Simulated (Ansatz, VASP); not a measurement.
SnSe2 in VASP and in Ansatz

```
Sn Se
1.0
     1.91229    1.10406    6.33509
    -1.91229    1.10406    6.33509
     0.00000   -2.20812    6.33509
Sn Se
1 2
Direct
  0.00000 0.00000 0.00000
  0.25056 0.25056 0.25056
  0.74944 0.74944 0.74944
```

Alike in both runs: task single point; functional PBE; k mesh 8 × 8 × 8; no spin polarisation.

|  | VASP | Ansatz |
| --- | --- | --- |
| version | VASP 6.6.1 | Ansatz 0.2.0 |
| potentials or method | VASP PAW PBE potentials, release 64 (Sn_d, Se) | plane waves, PAW |
| plane-wave cutoff (eV) | 500 | 420 |
| occupations | gaussian, width 0.01 eV | fixed |
| valence electrons in the cell | 26 | 46 |

VASP gave:

- gap on the k mesh at the Fermi level (eV): 0.32
- pressure (GPa): 2.9
- traceless stress, the component that is largest in VASP (GPa): 0.18
- rms of the force components (eV/Å): 0.122

Q: Which values does Ansatz return?

A: gap on the k mesh at the Fermi level (eV): 0.32; pressure (GPa): 2.9; traceless stress, the component that is largest in VASP (GPa): 0.17; rms of the force components (eV/Å): 0.115.

Atom by atom the forces differ by 0.007 eV/Å (rms over components). VASP's potentials hold 26 valence electrons a cell and Ansatz's 46, so a difference there can come from the potentials and not from the codes.
